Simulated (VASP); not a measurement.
Set up this calculation in VASP 6.6.1, as the native input.

* Task: single point
* Functional: PBE
* Potentials or basis: VASP PAW PBE potentials, release 64 (Si, Br)
* Cutoff: 520 eV
* k mesh: 12 × 12 × 10
* Occupations: gaussian, width 0.1 eV
* Spin: no spin polarisation
* Dipole correction: no
* Further INCAR settings: ALGO = Normal; EDIFF = 1e-06; NBANDS = 14

The structure of Si2Br lies in POSCAR:

```
Si2Br
1.0
    3.9916121698      0.0000000000      0.0000000000
   -1.9958060849      3.4568375411      0.0000000000
    0.0000000000      0.0000000000      4.9536769525
Si Br
2 1
Direct
    0.3333333333      0.6666666667      0.5000000000
    0.6666666667      0.3333333333      0.5000000000
    0.0000000000      0.0000000000      0.0000000000
```

These files were run (other wordings do the same):

INCAR

```
SYSTEM = Si2Br
  ALGO = Normal
  EDIFF = 1E-6
  ENCUT = 520
  GGA = PE
  ISIF = 2
  ISMEAR = 0
  LASPH = .TRUE.
  LCHARG = .TRUE.
  LELF = .TRUE.
  LREAL = .FALSE.
  LVHAR = .TRUE.
  LWAVE = .FALSE.
  NBANDS = 14
  NELM = 100
  PREC = Accurate
  SIGMA = 0.1
```

KPOINTS

```
k-points
0
G
  12 12 10
  0 0 0
```

Potentials or basis: VASP PAW PBE potentials, release 64 (Si, Br).

Command:

```sh
$ cat potpaw_PBE.64/Si/POTCAR potpaw_PBE.64/Br/POTCAR > POTCAR
$ mpirun -np 1 vasp_std > vasp.out
```

It gave:

| Property | Result |
| --- | --- |
| Pressure | 0.0 GPa |
| Band gap on the k mesh | zero (an odd number of electrons rules out a gap without spin polarisation) |

Caveat: an odd number of electrons without spin polarisation forces a metal; a magnetic or distorted state may lie lower.

It took 42 s on 1 thread of Intel(R) Xeon(R) 6975P-C (Granite Rapids), on a shared host, peak memory 0.24 GiB.
